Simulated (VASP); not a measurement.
The system is WS2 (Tungstenite).

```
CELL_PARAMETERS angstrom
3.18000 0.00000 0.00000
-1.59000 2.75396 0.00000
0.00000 0.00000 12.50000
ATOMIC_POSITIONS crystal
W 0.66667 0.33333 0.75000
W 0.33333 0.66667 0.25000
S 0.66667 0.33333 0.37500
S 0.33333 0.66667 0.87500
S 0.66667 0.33333 0.12500
S 0.33333 0.66667 0.62500
```

Base run:

```yaml
Program: VASP 6.6.1
Functional: RPBE
Dispersion: D3(BJ)
Potentials_or_basis: VASP PAW PBE potentials, release 64 (W_sv, S)
Cutoff: 520 eV
k_mesh: 10 × 10 × 3
Occupations: fermi-dirac, width 0.05 eV
Spin: no spin polarisation
```

Its results: band gap on the k mesh 1.19 eV, indirect (least direct gap 2.09 eV); pressure -14.2 GPa; largest force 0.339 eV/Å.

**Question.** The run is repeated on the same cell with these changes: dispersion from D3(BJ) to none. What comes out?

**Answer.** Band gap on the k mesh 1.19 eV, indirect (least direct gap 2.09 eV); pressure 4.8 GPa; largest force 0.202 eV/Å.

Dispersion adds attraction, which lowers the pressure at fixed volume and, as a term added to the energy, leaves the levels alone.

Caveats: the PAW data sets were made with another functional, which shifts forces and pressure a little; spin-orbit coupling is left out, which moves the levels of the heavy elements; this functional lacks dispersion, which binds the layers, so the pressure and a relaxed spacing across them are unreliable (some runs).

A k mesh can miss the band edges.
